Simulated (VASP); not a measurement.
A run of VASP 6.6.1 is set up as follows.

Contents of INCAR:

```
PREC = Accurate ; ENCUT = 520
EDIFF = 1E-6 ; ISMEAR = -1
SIGMA = 0.1034 ; LREAL = Auto
LASPH = True ; NELM = 100
ALGO = Normal ; ISIF = 2
LWAVE = False ; LCHARG = False
GGA = PE ; NBANDS = 58
ISYM = 0
```

The input KPOINTS:

```
Automatic mesh
0
Gamma
  1 1 1
  0.25 0.25 0.25
```

POSCAR

```
Si5P13
1.0
    7.0479230000      0.0446470000      0.1733930000
    0.0446470000      7.0511420000     -0.0312760000
    0.1733930000     -0.0312760000      7.0375900000
Si P
5 13
Direct
    0.7364394394      0.4663399524      0.6564789658
    0.4435352801      0.6562083070      0.0593897425
    0.9505770152      0.4145313290      0.0844313865
    0.4568322520      0.4161182410      0.7531332458
    0.7464327393      0.7476284639      0.4685204190
    0.7690732058      0.9664486321      0.7133057960
    0.8120742081      0.1889491948      0.4846937079
    0.5092492611      0.1504058047      0.3443579172
    0.4613462770      0.8365674759      0.3162742174
    0.3244406396      0.1625356890      0.6259919561
    0.0652422995      0.8396453053      0.6315113822
    0.2785224910      0.9868181744      0.9188921030
    0.6568196117      0.4799609137      0.2475886397
    1.0992827272      0.8570323577      0.2993838252
    0.0439040558      0.4885451453      0.7861420006
    0.5163935768      0.1951333300      0.0271851527
    0.1524267105      0.5132911697      0.3244443012
    0.9809363474      0.1137599579      0.9632460061
```

Potentials or basis: VASP PAW PBE potentials, release 64 (Si, P).

Command:

```console
$ cat potpaw_PBE.64/Si/POTCAR potpaw_PBE.64/P/POTCAR > POTCAR
$ mpirun -np 1 vasp_std > vasp.out
```

Task: What does it give for the pressure?

Result: -1.9 GPa.

Task: What does it give for the largest force?

Result: 4.411 eV/Å.

Forces on the atoms (eV/Å):
```
Si   3.810  0.649 -1.451
Si  -0.444 -1.783 -0.585
Si   0.089  0.848  1.191
Si  -3.460 -0.117  2.733
Si   0.275 -1.272 -0.571
P    0.816  0.730  0.225
P   -0.299 -0.024 -0.415
P    0.309  0.260  1.220
P   -0.644  1.048  0.767
P   -0.410 -0.357 -0.035
P   -0.363 -0.247  0.324
P   -0.496  1.273 -0.262
P    0.593 -0.049 -1.031
P    0.389 -2.209  1.478
P   -0.110  0.449 -0.446
P   -0.340  0.089 -1.348
P   -0.055  1.155 -1.698
P    0.342 -0.443 -0.097
```

Caveat: the k points lie up to 0.89 Å⁻¹ apart.
